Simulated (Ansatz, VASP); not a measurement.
**C: VASP beside Ansatz**

```
C
1.0
     1.82416    0.00000    0.00000
     0.00000    1.82416    0.00000
     0.00000    0.00000    1.82416
C
1
Cartesian
  0.0000 0.0000 0.0000
```

Alike in both runs: task single point; functional RPBE; k mesh 20 × 20 × 20; occupations fermi-dirac, width 0.1 eV; no spin polarisation.

|  | VASP | Ansatz |
| --- | --- | --- |
| version | VASP 6.6.1 | Ansatz 0.2.0 |
| potentials or method | VASP PAW PBE potentials, release 64 (C), cutoff 520 eV | plane waves (420 eV) with PAW, scalar-relativistic |
| valence electrons in the cell | 4 | 4 |

|  | VASP | Ansatz | Ansatz less VASP |
| --- | --- | --- | --- |
| pressure (GPa) | -17.5 | -17.6 | -0.06 |

VASP's potentials were made for PBE, not for RPBE. The functional is the same, so the differences come from potentials, cutoffs and numerics.
